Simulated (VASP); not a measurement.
Wanted: the native input for a VASP 6.6.1 run.

| Property | Result |
| --- | --- |
| Task | single point |
| Functional | PBE |
| Potentials or basis | VASP PAW PBE potentials, release 64 (Ag) |
| Cutoff | 520 eV |
| k mesh | 20 × 20 × 20 |
| Occupations | gaussian, width 0.15 eV |
| Spin | no spin polarisation |
| Dipole correction | no |
| Further INCAR settings | ALGO = Fast; EDIFF = 1e-06; NBANDS = 12 |

The structure of Ag lies in POSCAR:

```
Ag
1.0
    0.0000000000      2.0431000000      1.9920225000
    2.0431000000      0.0000000000      1.9920225000
    2.0431000000      2.0431000000      0.0000000000
Ag
1
Direct
    0.0000000000      0.0000000000      0.0000000000
```

This cell differs from its parent crystal: strain +0.000 along x and y, -0.025 along z.

The input as run:

INCAR

```
PREC     = Accurate       # precision mode
ENCUT    = 520            # plane-wave cutoff, eV
EDIFF    = 1E-6           # SCF threshold, eV
ISMEAR   = 0              # smearing method
SIGMA    = 0.15           # smearing width, eV
LREAL    = False          # projectors in reciprocal space
LASPH    = True           # aspherical terms in the spheres
NELM     = 60             # most SCF steps
ALGO     = Fast           # electronic algorithm
ISIF     = 2              # what is computed and relaxed
LWAVE    = False          # write WAVECAR
LCHARG   = True           # write CHGCAR
GGA      = PE             # functional
LELF     = True           # ELF
LVHAR    = True         
NBANDS   = 12             # bands
```

KPOINTS

```
Automatic mesh
0
Gamma
  20 20 20
```

Potentials or basis: VASP PAW PBE potentials, release 64 (Ag).

Launch:

```bash
$ cat potpaw_PBE.64/Ag/POTCAR > POTCAR
$ mpirun -np 1 vasp_std > vasp.out
```

It gave:

```
Pressure               : 7.7 GPa
Band gap on the k mesh : zero (an odd number of electrons rules out a gap without spin polarisation)
```

Caveat: the cell differs from its parent crystal (strain +0.000 along x and y, -0.025 along z); the cell stands under pressure.

It took 36 s on 1 thread of Intel(R) Xeon(R) 6975P-C (Granite Rapids), on a shared host, peak memory 0.24 GiB.
